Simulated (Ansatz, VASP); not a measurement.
**Ti: VASP beside Ansatz**

The input INCAR:

```
PREC     = Accurate       # precision mode
ENCUT    = 520            # plane-wave cutoff, eV
EDIFF    = 1E-6           # SCF threshold, eV
ISMEAR   = -1             # smearing method
SIGMA    = 0.1            # smearing width, eV
LREAL    = False          # projectors in reciprocal space
LASPH    = True           # aspherical terms in the spheres
NELM     = 60             # most SCF steps
ALGO     = Normal         # electronic algorithm
ISIF     = 2              # what is computed and relaxed
LWAVE    = False          # write WAVECAR
LCHARG   = False          # write CHGCAR
GGA      = PS             # functional
NBANDS   = 12             # bands
```

Contents of KPOINTS:

```
Automatic mesh
0
Gamma
  16 16 16
```

File POSCAR:

```
Ti
1.0
    0.0000000000      1.8682929211      1.8682929211
    1.8682929211      0.0000000000      1.8682929211
    1.8682929211      1.8682929211      0.0000000000
Ti
1
Direct
    0.0000000000      0.0000000000      0.0000000000
```

Input for Ansatz:

```yaml
crystal:
  lattice:
    - [0.0, 1.8682929211, 1.8682929211]
    - [1.8682929211, 0.0, 1.8682929211]
    - [1.8682929211, 1.8682929211, 0.0]
  atoms:
    - { symbol: Ti, position: [0.0, 0.0, 0.0] }
kpoints:
  mp_grid: { grid: [16, 16, 16] }
scf:
  occupations: { method: fermi_dirac, width: 0.1 }
hamiltonian:
  xc: pbesol
  pseudopotentials: { kind: all_electron, lapw: { basis_error: 0.001 } }
output:
  forces: true
  stress: true
  eigenvalues: true
  populations: true
```

Change from the starting cell: volume scaled by 0.78, LAPW.

Alike in both runs: task single point; functional PBEsol; k mesh 16 × 16 × 16; occupations fermi-dirac, width 0.1 eV; no spin polarisation.

```csv
,VASP,Ansatz
version,VASP 6.6.1,Ansatz 0.2.0
potentials or method,"VASP PAW PBE potentials, release 64 (Ti_sv), cutoff 520 eV","all-electron LAPW, scalar-relativistic"
```

Ansatz gave:

| Property | Result |
| --- | --- |
| pressure (GPa) | 42.3 |

Question: Estimate VASP's values.

Answer: Pressure (GPa): 41.5.

VASP's potentials were made for PBE, not for PBEsol. Both programs put the cell under a high pressure, so it lies far from rest at this level. Ansatz ran all-electron here, and VASP with PAW potentials.
